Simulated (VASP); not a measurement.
# LiO3 (ReO3 type) (Pm-3m) in VASP: further runs

The runs below take LiO3 (ReO3 type) through single point, with PBE.

Everything below comes from runs of VASP 6.6.1. Logs are shortened: lines on timing, memory, paths and dates and some standing lists are left out, and cuts for length are marked.

## 1. The cell of the first run

Symmetry: Pm-3m, No. 221, cubic system. Conventional cell: a = 3.512 Å, b = 3.512 Å, c = 3.512 Å, α = 90.00°, β = 90.00°, γ = 90.00°. Within 2.3 Å of Li (site symmetry m-3m) lie 6 O at 1.76 Å. Within 2.3 Å of O (site symmetry 4/mmm) lie 2 Li at 1.76 Å.

## 2. Single point, PBE

Contents of INCAR:

```
SYSTEM = LiO3
  PREC = Accurate
  ENCUT = 520
  EDIFF = 1E-6
  ISMEAR = -1
  SIGMA = 0.06122561905347299
  LREAL = .False.
  LASPH = .True.
  NELM = 60
  ALGO = Normal
  ISIF = 2
  LWAVE = .False.
  LCHARG = .False.
  GGA = PE
  NBANDS = 18
```

Contents of KPOINTS:

```
regular mesh
0
Gamma
  10 10 10
  0 0 0
```

Contents of POSCAR:

```
LiO3
1.0
    3.5115794026      0.0000000000      0.0000000000
    0.0000000000      3.5115794026      0.0000000000
    0.0000000000      0.0000000000      3.5115794026
Li O
1 3
Direct
    0.0000000000      0.0000000000      0.0000000000
    0.5000000000      0.0000000000      0.0000000000
    0.0000000000      0.5000000000      0.0000000000
    0.0000000000      0.0000000000      0.5000000000
```

Potentials or basis: VASP PAW PBE potentials, release 64 (Li_sv, O).

Started as:

```console
$ cat potpaw_PBE.64/Li_sv/POTCAR potpaw_PBE.64/O/POTCAR > POTCAR
$ mpirun -np 1 vasp_std > vasp.out
```

OUTCAR:

```text
SYSTEM = LiO3
   PREC = Accurate
   ENCUT = 520
   EDIFF = 1E-6
   ISMEAR = -1
   LREAL = .False.
   LASPH = .True.
   NELM = 60
   ISIF = 2
   GGA = PE

 ion  position               nearest neighbor table
   1  0.000  0.000  0.000-   2 1.76   3 1.76   4 1.76   4 1.76   3 1.76   2 1.76
   2  0.500  0.000  0.000-   1 1.76   1 1.76
   3  0.000  0.500  0.000-   1 1.76   1 1.76
   4  0.000  0.000  0.500-   1 1.76   1 1.76

  LATTYP: Found a simple cubic cell.
 ALAT       =     3.5115794026

  Lattice vectors:

 A1 = (   3.5115794026,   0.0000000000,   0.0000000000)
 A2 = (   0.0000000000,   3.5115794026,   0.0000000000)
 A3 = (   0.0000000000,   0.0000000000,   3.5115794026)

Analysis of symmetry for initial positions (statically):
=====================================================================
 Subroutine PRICEL returns:
 Original cell was already a primitive cell.

 Routine SETGRP: Setting up the symmetry group for a
 simple cubic supercell.

 Subroutine GETGRP returns: Found 48 space group operations
 (whereof 48 operations were pure point group operations)
 out of a pool of 48 trial point group operations.

The static configuration has the point symmetry O_h .

Analysis of symmetry for dynamics (positions and initial velocities):
=====================================================================
 Subroutine PRICEL returns:
 Original cell was already a primitive cell.

 Routine SETGRP: Setting up the symmetry group for a
 simple cubic supercell.

 Subroutine GETGRP returns: Found 48 space group operations
 (whereof 48 operations were pure point group operations)
 out of a pool of 48 trial point group operations.

The dynamic configuration has the point symmetry O_h .

 Subroutine INISYM returns: Found 48 space group operations
 (whereof 48 operations are pure point group operations),
 and found     1 'primitive' translations

----------------------------------------------------------------------------------------

                                     Primitive cell

  volume of cell :      43.3020

  direct lattice vectors                    reciprocal lattice vectors
     3.511579403  0.000000000  0.000000000     0.284772145  0.000000000  0.000000000
     0.000000000  3.511579403  0.000000000     0.000000000  0.284772145  0.000000000
     0.000000000  0.000000000  3.511579403     0.000000000  0.000000000  0.284772145

  length of vectors
     3.511579403  3.511579403  3.511579403     0.284772145  0.284772145  0.284772145

  position of ions in fractional coordinates (direct lattice)
     0.000000000  0.000000000  0.000000000
     0.500000000  0.000000000  0.000000000
     0.000000000  0.500000000  0.000000000
     0.000000000  0.000000000  0.500000000

  ion indices of the primitive-cell ions
   primitive index   ion index
                 1           1
                 2           2
                 3           3
                 4           4

----------------------------------------------------------------------------------------

 KPOINTS: regular mesh

Automatic generation of k-mesh.
 Grid dimensions read from file:
 generate k-points for:   10   10   10

 Generating k-lattice:

  Cartesian coordinates                     Fractional coordinates (reciprocal lattice)
     0.028477215  0.000000000  0.000000000     0.100000000  0.000000000  0.000000000
     0.000000000  0.028477215  0.000000000     0.000000000  0.100000000  0.000000000
     0.000000000  0.000000000  0.028477215     0.000000000  0.000000000  0.100000000

  Length of vectors
     0.028477215  0.028477215  0.028477215

  Shift w.r.t. Gamma in fractional coordinates (k-lattice)
     0.000000000  0.000000000  0.000000000

 Subroutine IBZKPT returns following result:
 ===========================================

 Found     56 irreducible k-points:

 Following reciprocal coordinates:
            Coordinates               Weight
  0.000000  0.000000  0.000000      1.000000
  0.100000  0.000000  0.000000      6.000000
  0.200000  0.000000  0.000000      6.000000
  0.300000  0.000000  0.000000      6.000000
  0.400000  0.000000  0.000000      6.000000
  0.500000  0.000000  0.000000      3.000000
[... 16 lines left out ...]
  0.200000  0.100000  0.100000     24.000000
  0.300000  0.100000  0.100000     24.000000
 [... further k-points ...]
   k-points           NKPTS =     56   k-points in BZ     NKDIM =     56   number of bands    NBANDS=     18
   number of dos      NEDOS =    301   number of ions     NIONS =      4
   total plane-waves  NPLWV =  21952
   dimension x,y,z NGX =    28 NGY =   28 NGZ =   28
   dimension x,y,z NGXF=    56 NGYF=   56 NGZF=   56
   ions per type =               1   3
   NGX,Y,Z   is equivalent  to a cutoff of  13.26, 13.26, 13.26 a.u.
   NGXF,Y,Z  is equivalent  to a cutoff of  26.51, 26.51, 26.51 a.u.
 SYSTEM =  LiO3
   PREC   = accura    normal or accurate (medium, high low for compatibility)
   ISTART =      0    job   : 0-new  1-cont  2-samecut
[... 94 lines left out ...]
[... 10 lines left out ...]
     17      18.2205      0.00000
     18      18.2206      0.00000

 k-point     4 :       0.3000    0.0000    0.0000
  band No.  band energies     occupation
      1     -42.7153      2.00000
      2     -18.9846      2.00000
      3     -17.6766      2.00000
      4     -17.0772      2.00000
      5      -5.0131      2.00000
      6      -5.0131      2.00000
[... 10 lines left out ...]
     17      17.9087      0.00000
     18      17.9087      0.00000

 k-point     5 :       0.4000    0.0000    0.0000
  band No.  band energies     occupation
      1     -42.7136      2.00000
      2     -18.7635      2.00000
      3     -17.9871      2.00000
      4     -17.0664      2.00000
      5      -4.8215      2.00000
      6      -4.8215      2.00000
[... 10 lines left out ...]
     17      17.7077      0.00000
     18      17.9152      0.00000

 k-point     6 :       0.5000    0.0000    0.0000
  band No.  band energies     occupation
      1     -42.7130      2.00000
      2     -18.6104      2.00000
      3     -18.1736      2.00000
      4     -17.0620      2.00000
      5      -4.7364      2.00000
      6      -4.7364      2.00000
[... 10 lines left out ...]
     17      17.6388      0.00000
     18      18.1727      0.00000

 k-point     7 :       0.1000    0.1000    0.0000
  band No.  band energies     occupation
      1     -42.7183      2.00000
      2     -19.2333      2.00000
      3     -17.2129      2.00000
      4     -17.1377      2.00000
      5      -5.3308      2.00000
      6      -5.2979      2.00000
[... 10 lines left out ...]
     17      18.2532      0.00000
     18      18.3997      0.00000

 k-point     8 :       0.2000    0.1000    0.0000
  band No.  band energies     occupation
      1     -42.7166      2.00000
      2     -19.1257      2.00000
      3     -17.3972      2.00000
      4     -17.1417      2.00000
      5      -5.2129      2.00000
      6      -5.1598      2.00000
[... 10 lines left out ...]
     17      17.9278      0.00000
     18      18.0944      0.00000
[... 229 lines left out ...]
     17      17.2236      0.00000
     18      17.8091      0.00000

 k-point    20 :       0.5000    0.4000    0.0000
  band No.  band energies     occupation
      1     -42.7074      2.00000
      2     -18.2102      2.00000
      3     -18.0914      2.00000
      4     -17.6957      2.00000
      5      -4.8027      2.00000
      6      -4.2668      2.00000
[... 10 lines left out ...]
     17      17.1736      0.00000
     18      17.9315      0.00000

 k-point    21 :       0.5000    0.5000    0.0000
  band No.  band energies     occupation
      1     -42.7068      2.00000
      2     -18.0826      2.00000
      3     -18.0826      2.00000
      4     -17.8471      2.00000
      5      -4.8984      2.00000
      6      -4.2123      2.00000
[... 10 lines left out ...]
     17      17.1196      0.00000
     18      17.8850      0.00000

 k-point    22 :       0.1000    0.1000    0.1000
  band No.  band energies     occupation
      1     -42.7177      2.00000
      2     -19.1975      2.00000
      3     -17.2082      2.00000
      4     -17.2082      2.00000
      5      -5.3916      2.00000
      6      -5.0703      2.00000
[... 10 lines left out ...]
     17      17.5921      0.00000
     18      18.9958      0.00000

 k-point    23 :       0.2000    0.1000    0.1000
  band No.  band energies     occupation
      1     -42.7160      2.00000
      2     -19.0918      2.00000
      3     -17.4027      2.00000
      4     -17.1959      2.00000
      5      -5.3209      2.00000
      6      -4.9372      2.00000
[... 10 lines left out ...]
     17      17.0951      0.00000
     18      18.7715      0.00000

 k-point    24 :       0.3000    0.1000    0.1000
  band No.  band energies     occupation
      1     -42.7141      2.00000
      2     -18.9223      2.00000
      3     -17.6782      2.00000
      4     -17.1809      2.00000
      5      -5.1453      2.00000
      6      -4.7410      2.00000
[... 10 lines left out ...]
     17      16.8460      0.00000
     18      18.6956      0.00000

 [... further k-points ...]
[... 5 lines left out ...]
  --------------------------------------------------------------------------------------
  -------------------------------------------------------------------------------------
  Total        1.0932108      1.0932108      1.0932108     -0.0000000     -0.0000000     -0.0000000
  in kB       40.4489276     40.4489276     40.4489276     -0.0000000     -0.0000000     -0.0000000
  external PRESSURE =      40.4489276 kB  Pullay stress =       0.0000000 kB

 VOLUME and BASIS-vectors are now :
 -----------------------------------------------------------------------------
  energy-cutoff  :      520.00
  volume of cell :       43.30
      direct lattice vectors                 reciprocal lattice vectors
     3.511579403  0.000000000  0.000000000     0.284772145  0.000000000  0.000000000
     0.000000000  3.511579403  0.000000000     0.000000000  0.284772145  0.000000000
     0.000000000  0.000000000  3.511579403     0.000000000  0.000000000  0.284772145

 POSITION                                       TOTAL-FORCE (eV/Angst)
 -----------------------------------------------------------------------------------
      0.00000      0.00000      0.00000         0.000000      0.000000      0.000000
      1.75579      0.00000      0.00000         0.000000      0.000000      0.000000
      0.00000      1.75579      0.00000         0.000000      0.000000      0.000000
      0.00000      0.00000      1.75579         0.000000      0.000000      0.000000
 -----------------------------------------------------------------------------------
    total drift:                                0.000000      0.000000     -0.000000

  FREE ENERGIE OF THE ION-ELECTRON SYSTEM (eV)
  ---------------------------------------------------
  free  energy   TOTEN  =       -12.2856186102 eV

  energy  without entropy=      -12.2183958995  energy(sigma->0) =      -12.25200725
```

It took 43 s on 1 thread of Intel Xeon 8259CL, shared host; peak memory 0.17 GiB.

Results:

- Free energy: -12.2856 eV
- Band gap on the k mesh: zero (an odd number of electrons rules out a gap without spin polarisation)

Caveat: the cutoff is under 1.25 times the usual one of these potentials, so pressure, stress and relaxed cells hold a basis-set (Pulay) error; an odd number of electrons without spin polarisation forces a metal; a magnetic or distorted state may lie lower.

## 3. Single point, PBE

Contents of INCAR:

```
PREC = Accurate
ENCUT = 520
EDIFF = 1E-7
ISMEAR = -1
SIGMA = 0.06122561905347299
LREAL = False
LASPH = True
NELM = 80
ALGO = Normal
ISIF = 2
LWAVE = False
LCHARG = True
GGA = PE
LELF = True
LVHAR = True
NBANDS = 18
```

Contents of KPOINTS:

```
Automatic mesh
0
Gamma
  10 10 10
```

POSCAR is that of step 2.

Potentials or basis: VASP PAW PBE potentials, release 64 (Li_sv, O).

Started as:

```console
$ cat potpaw_PBE.64/Li_sv/POTCAR potpaw_PBE.64/O/POTCAR > POTCAR
$ mpirun -np 1 vasp_std > vasp.out
```

It took 57 s on 1 thread of Intel Xeon 8259CL, shared host; peak memory 0.17 GiB.

The run converged. Its results:

```
Free energy            : -12.2856 eV
Band gap on the k mesh : zero (an odd number of electrons rules out a gap without spin polarisation)
```

Levels at points of the mesh, in eV from the Fermi level:
```
           k point  band 7  band 8  band 9  band 10  band 11  band 12  band 13  band 14  band 15  band 16
(0.00, 0.00, 0.00)   -3.64   -0.25   -0.25    -0.25     0.46     0.46     0.46     9.70    17.72    17.72
(0.50, 0.00, 0.00)   -1.75   -1.16   -0.93    -0.93    -0.61     0.23     0.23    12.31    14.42    19.39
(0.50, 0.50, 0.00)   -2.15   -1.13   -1.13    -0.87    -0.87     0.22     0.93    13.19    16.02    16.02
(0.50, 0.50, 0.50)   -2.99   -2.99    0.24     0.24     0.95     0.95     0.95    11.66    16.72    16.72
```

Caveat: the cutoff is under 1.25 times the usual one of these potentials, so pressure, stress and relaxed cells hold a basis-set (Pulay) error; an odd number of electrons without spin polarisation forces a metal; a magnetic or distorted state may lie lower.

## 4. Single point, PBE

This run uses another cell than the first one, of 11.06 Å³/atom.

Contents of INCAR:

```
SYSTEM = LiO3
  PREC = Accurate
  ENCUT = 520
  EDIFF = 1E-6
  ISMEAR = -1
  SIGMA = 0.06122561905347299
  LREAL = .False.
  LASPH = .True.
  NELM = 60
  ALGO = Normal
  ISIF = 2
  LWAVE = .False.
  LCHARG = .False.
  GGA = PE
  NBANDS = 18
```

Contents of KPOINTS:

```
regular mesh
0
Gamma
  10 10 10
  0 0 0
```

Contents of POSCAR:

```
LiO3
1.0
    3.5363096498      0.0000000000      0.0000000000
    0.0000000000      3.5363096498      0.0000000000
    0.0000000000      0.0000000000      3.5363096498
Li O
1 3
Direct
    0.0000000000      0.0000000000      0.0000000000
    0.5000000000      0.0000000000      0.0000000000
    0.0000000000      0.5000000000      0.0000000000
    0.0000000000      0.0000000000      0.5000000000
```

Started as:

```console
$ cat potpaw_PBE.64/Li_sv/POTCAR potpaw_PBE.64/O/POTCAR > POTCAR
$ mpirun -np 1 vasp_std > vasp.out
```

Run time: 52 s. Hardware: 1 thread of Intel Xeon 8259CL, shared host; peak memory 0.17 GiB.

The run converged. Its results:

| Quantity | Value |
| --- | --- |
| Free energy | -12.3064 eV |
| Band gap on the k mesh | zero (an odd number of electrons rules out a gap without spin polarisation) |

Levels at points of the mesh, in eV from the Fermi level:
```
           k point  band 7  band 8  band 9  band 10  band 11  band 12  band 13  band 14  band 15  band 16
(0.00, 0.00, 0.00)   -3.54   -0.24   -0.24    -0.24     0.45     0.45     0.45     9.64    17.62    17.62
(0.50, 0.00, 0.00)   -1.70   -1.14   -0.90    -0.90    -0.59     0.22     0.22    12.22    14.29    19.25
(0.50, 0.50, 0.00)   -2.09   -1.09   -1.09    -0.84    -0.84     0.21     0.91    13.12    15.83    15.83
(0.50, 0.50, 0.50)   -2.89   -2.89    0.23     0.23     0.92     0.92     0.92    11.67    16.54    16.54
```

Caveat: the cutoff is under 1.25 times the usual one of these potentials, so pressure, stress and relaxed cells hold a basis-set (Pulay) error; an odd number of electrons without spin polarisation forces a metal; a magnetic or distorted state may lie lower.

## 5. Single point, PBE

This run uses another cell than the first one, of 11.06 Å³/atom.

Contents of INCAR:

```
ALGO = Normal
EDIFF = 1E-7
ENCUT = 520
GGA = PE
ISIF = 2
ISMEAR = -1
LASPH = T
LCHARG = F
LREAL = F
LWAVE = F
NBANDS = 18
NELM = 100
PREC = Accurate
SIGMA = 0.06122561905347299
```

Contents of KPOINTS:

```
k-points
0
Gamma
  10 10 10
```

POSCAR is that of step 4.

Started as:

```console
$ cat potpaw_PBE.64/Li_sv/POTCAR potpaw_PBE.64/O/POTCAR > POTCAR
$ mpirun -np 1 vasp_std > vasp.out
```

It took 62 s on 1 thread of Intel Xeon 8259CL, shared host; peak memory 0.17 GiB.

Results (log left out):

| Item | Value |
| --- | --- |
| Free energy | -12.3064 eV |
| Band gap on the k mesh | zero (an odd number of electrons rules out a gap without spin polarisation) |

Levels at points of the mesh, in eV from the Fermi level:
```tsv
k point	band 7	band 8	band 9	band 10	band 11	band 12	band 13	band 14	band 15	band 16
(0.00, 0.00, 0.00)	-3.54	-0.24	-0.24	-0.24	0.45	0.45	0.45	9.64	17.62	17.62
(0.50, 0.00, 0.00)	-1.70	-1.14	-0.90	-0.90	-0.59	0.22	0.22	12.22	14.29	19.25
(0.50, 0.50, 0.00)	-2.09	-1.09	-1.09	-0.84	-0.84	0.21	0.91	13.12	15.83	15.83
(0.50, 0.50, 0.50)	-2.89	-2.89	0.23	0.23	0.92	0.92	0.92	11.67	16.54	16.54
```

Caveat: the cutoff is under 1.25 times the usual one of these potentials, so pressure, stress and relaxed cells hold a basis-set (Pulay) error; an odd number of electrons without spin polarisation forces a metal; a magnetic or distorted state may lie lower.

## 6. Single point, PBE

This run uses another cell than the first one, of 11.29 Å³/atom.

Contents of INCAR:

```
SYSTEM = LiO3
PREC = Accurate
ENCUT = 520
EDIFF = 1E-7
ISMEAR = -1
SIGMA = 0.06122561905347299
LREAL = .FALSE.
LASPH = .TRUE.
NELM = 80
ALGO = Normal
ISIF = 2
LWAVE = .FALSE.
LCHARG = .TRUE.
GGA = PE
LELF = .TRUE.
LVHAR = .TRUE.
NBANDS = 18
```

Contents of KPOINTS:

```
Automatic mesh
0
G
  10 10 10
  0 0 0
```

Contents of POSCAR:

```
LiO3
1.0
    3.5606987629      0.0000000000      0.0000000000
    0.0000000000      3.5606987629      0.0000000000
    0.0000000000      0.0000000000      3.5606987629
Li O
1 3
Direct
    0.0000000000      0.0000000000      0.0000000000
    0.5000000000      0.0000000000      0.0000000000
    0.0000000000      0.5000000000      0.0000000000
    0.0000000000      0.0000000000      0.5000000000
```

Potentials or basis: VASP PAW PBE potentials, release 64 (Li_sv, O).

Started as:

```console
$ cat potpaw_PBE.64/Li_sv/POTCAR potpaw_PBE.64/O/POTCAR > POTCAR
$ mpirun -np 1 vasp_std > vasp.out
```

Wall time 57 s (1 thread of Intel Xeon 8259CL, shared host); peak memory 0.17 GiB.

The run converged. Its results:

```
Free energy            : -12.3193 eV
Band gap on the k mesh : zero (an odd number of electrons rules out a gap without spin polarisation)
```

Levels at points of the mesh, in eV from the Fermi level:
| k point | band 8 | band 9 | band 10 | band 11 | band 12 | band 13 | band 14 | band 15 |
| --- | --- | --- | --- | --- | --- | --- | --- | --- |
| (0.00, 0.00, 0.00) | -0.23 | -0.23 | -0.23 | 0.44 | 0.44 | 0.44 | 9.58 | 17.51 |
| (0.50, 0.00, 0.00) | -1.13 | -0.87 | -0.87 | -0.57 | 0.21 | 0.21 | 12.14 | 14.17 |
| (0.50, 0.50, 0.00) | -1.06 | -1.06 | -0.81 | -0.81 | 0.20 | 0.88 | 13.05 | 15.66 |
| (0.50, 0.50, 0.50) | -2.80 | 0.22 | 0.22 | 0.89 | 0.89 | 0.89 | 11.68 | 16.37 |

Caveat: the cutoff is under 1.25 times the usual one of these potentials, so pressure, stress and relaxed cells hold a basis-set (Pulay) error; an odd number of electrons without spin polarisation forces a metal; a magnetic or distorted state may lie lower.

## 7. Overview

| cell | gap on the mesh (eV) |
| --- | --- |
| a = 3.512 Å, 4 atoms | none |
| a = 3.536 Å, 4 atoms | none |
| a = 3.561 Å, 4 atoms | none |

Alike in all rows: task single point; level PBE; potentials or basis VASP PAW PBE potentials, release 64 (Li_sv, O); no spin polarisation; k mesh 10 × 10 × 10; cutoff (eV) 520; smearing fermi-dirac 0.0612256 eV.

Caveats: the cutoff is under 1.25 times the usual one of these potentials, so pressure, stress and relaxed cells hold a basis-set (Pulay) error; an odd number of electrons without spin polarisation forces a metal; a magnetic or distorted state may lie lower.

Absolute energies hang on the potentials; compare differences alone.
